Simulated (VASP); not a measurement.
Pd:

```
CELL_PARAMETERS angstrom
0.00000 1.95939 1.95939
1.95939 0.00000 1.95939
1.95939 1.95939 0.00000
ATOMIC_POSITIONS crystal
Pd 0.00000 0.00000 0.00000
```

Base run:

| Property | Result |
| --- | --- |
| Program | VASP 6.6.1 |
| Functional | PBE |
| Dispersion | D3(BJ) |
| Potentials or basis | VASP PAW PBE potentials, release 64 (Pd) |
| Cutoff | 520 eV |
| k mesh | 12 × 12 × 12 |
| Occupations | fermi-dirac, width 0.05 eV |
| Spin | no spin polarisation |

Its results: band gap on the k mesh zero (band 5 reaches 9.72 eV, above the bottom of band 6 at 8.19 eV); pressure -4.5 GPa.

**Question.** The run is repeated on the same cell with these changes: functional from PBE to revPBE. What comes out?

**Answer.** Band gap on the k mesh zero (band 5 reaches 9.79 eV, above the bottom of band 6 at 8.27 eV); pressure -7.8 GPa.

Caveats: pairwise dispersion overbinds metals, which lowers pressure and volume; the PAW data sets were made with another functional, which shifts forces and pressure a little (some runs).
